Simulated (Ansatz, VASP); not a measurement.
**One calculation of Ga, two programs**

```xyz
2
Lattice="1.4500 -4.0650 0.0000 1.4500 4.0650 0.0000 0.0000 0.0000 3.1700" Properties=species:S:1:pos:R:3 pbc="T T T"
Ga    1.4500   -2.9837    0.7925
Ga    1.4500    2.9837    2.3775
```

Alike in both runs: task electric field gradients; functional PBE; k mesh 12 × 12 × 10; occupations fermi-dirac, width 0.08 eV; no spin polarisation.

```csv
,VASP,Ansatz
version,VASP 6.6.1,Ansatz 0.2.0
potentials or method,"VASP PAW PBE potentials, release 64 (Ga_d)","PAW with Ansatz's default frozen-core files, scalar-relativistic"
plane-wave cutoff (eV),520,420
valence electrons in the cell,26,26
```

|  | VASP | Ansatz | Ansatz less VASP |
| --- | --- | --- | --- |
| pressure (GPa) | 1.7 | 1.6 | -0.12 |
| traceless stress, the component that is largest in VASP (GPa) | -2.38 | -2.36 | +0.018 |
| rms of the force components (eV/Å) | 0.113 | 0.113 | -0.0006 |
| size of Vzz on the site where it differs most (V/Å²) | 26.7 | 28.2 | +1.48 |

Atom by atom the forces differ by 0.001 eV/Å (rms over components). The functional is the same, so the differences come from potentials, cutoffs and numerics.
